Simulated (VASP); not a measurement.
**P: single point with LDA**

P:

```
P
1.0
    -1.59177    2.36686    2.09920
     1.59177   -2.36686    2.09920
     1.59177    2.36686   -2.09920
P
2
Cartesian
  0.0000 3.5503 0.2238
  1.5918 -1.1834 1.8754
```

This cell differs from its parent crystal: ratio of the length along z to the lengths across it x 1.2, volume and fractional coordinates fixed.

```
Program             : VASP 6.6.1
Task                : single point
Functional          : LDA
Potentials or basis : VASP PAW LDA potentials, release 64 (P)
Cutoff              : 520 eV
k mesh              : 20 × 20 × 20
Occupations         : gaussian, width 0.15 eV
Spin                : no spin polarisation
```

```json
{"Pressure": "-0.9 GPa", "Largest force": "0.629 eV/Å", "Band gap on the k mesh": "zero (bands 5 and 6 overlap by 2.14 eV)"}
```

Forces on the atoms (eV/Å):
```
P    0.000  0.000  0.629
P    0.000  0.000 -0.629
```

Stress tensor (GPa, compression positive):
```
  2.62   0.00   0.00
  0.00   6.60   0.00
  0.00   0.00 -12.06
```

Levels at points of the mesh, in eV from the Fermi level:
```
           k point  band 3  band 4  band 5  band 6  band 7  band 8
(0.00, 0.00, 0.00)   -3.42   -3.27   -0.67    1.14    3.20    3.69
(0.50, 0.00, 0.00)   -1.87   -1.73   -0.66    1.41    1.87    2.22
(0.00, 0.50, 0.00)   -5.55   -5.34   -4.45    0.79    3.99    6.41
(0.50, 0.50, 0.00)   -4.08   -4.08   -0.92   -0.92    1.30    1.30
(0.50, 0.50, 0.50)   -8.26   -5.86   -3.43    1.32    6.42    8.96
```

Wall time 3.5 min on 1 thread of Intel(R) Xeon(R) Platinum 8488C (Sapphire Rapids), with other jobs on the host, peak memory 0.41 GiB.

Caveat: the stress differs along the axes, from -12 to 7 GPa.
